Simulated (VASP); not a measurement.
Rh: single point with PBEsol

Crystal: Rh.

```
Rh
1.0
    -1.57362    1.57362    1.57362
     1.57362   -1.57362    1.57362
     1.57362    1.57362   -1.57362
Rh
1
Cartesian
  0.0000 0.0000 0.0000
```

This cell differs from its parent crystal: volume scaled by 1.12.

| Item | Value |
| --- | --- |
| Program | VASP 6.6.1 |
| Task | single point |
| Functional | PBEsol |
| Potentials or basis | VASP PAW PBE potentials, release 64 (Rh_pv) |
| Cutoff | 520 eV |
| k mesh | 16 × 16 × 16 |
| Occupations | fermi-dirac, width 0.1 eV |
| Spin | no spin polarisation |
| Dipole correction | no |
| Further INCAR settings | ALGO = Normal; EDIFF = 1e-07; NBANDS = 14 |

| Item | Value |
| --- | --- |
| Pressure | -22.6 GPa |

Levels at points of the mesh, in eV from the Fermi level:
| k point | band 5 | band 6 | band 7 | band 8 | band 9 | band 10 | band 11 | band 12 |
| --- | --- | --- | --- | --- | --- | --- | --- | --- |
| (0.00, 0.00, 0.00) | -2.48 | -2.48 | -2.48 | -0.37 | -0.37 | 18.21 | 18.21 | 18.21 |
| (0.50, 0.00, 0.00) | -3.77 | -0.45 | -0.10 | 1.32 | 1.33 | 8.19 | 14.30 | 17.21 |
| (0.50, 0.50, 0.50) | -4.94 | 0.91 | 0.91 | 0.91 | 8.87 | 8.87 | 8.87 | 17.40 |

Wall time 23 s on 1 thread of AMD EPYC 7R43 64-Core Processor (Zen 3) (shared host), peak memory 0.11 GiB.

Caveat: the PAW data sets were made with another functional, which shifts forces and pressure a little.
